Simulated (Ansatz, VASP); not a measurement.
One calculation of WC, two programs

```xyz
2
Lattice="2.9065 0.0000 0.0000 -1.4532 2.5171 0.0000 0.0000 0.0000 2.8366" Properties=species:S:1:pos:R:3 pbc="T T T"
W     0.0000    0.0000    0.0000
C     1.4533    0.8390    1.4183
```

Alike in both runs: task single point; functional b88 exchange, pbe correlation; k mesh 10 × 10 × 9; occupations fermi-dirac, width 0.05 eV; no spin polarisation.

|  | VASP | Ansatz |
| --- | --- | --- |
| version | VASP 6.6.1 | Ansatz 0.2.0 |
| potentials or method | VASP PAW PBE potentials, release 64 (W_sv, C) | Ansatz PAW |
| plane-wave cutoff (eV) | 600 | 420 |
| valence electrons in the cell | 18 | 18 |

|  | VASP | Ansatz | Ansatz less VASP |
| --- | --- | --- | --- |
| gap on the k mesh at the Fermi level (eV) | none | none | - |
| pressure (GPa) | 6.8 | 5.8 | -1.04 |
| traceless stress, the component that is largest in VASP (GPa) | -0.48 | -0.67 | -0.186 |

VASP's potentials were made for PBE, not for b88 exchange, pbe correlation. A gap of «none» marks a metal or a gap that the smearing closes.

Spin-orbit coupling is off throughout.
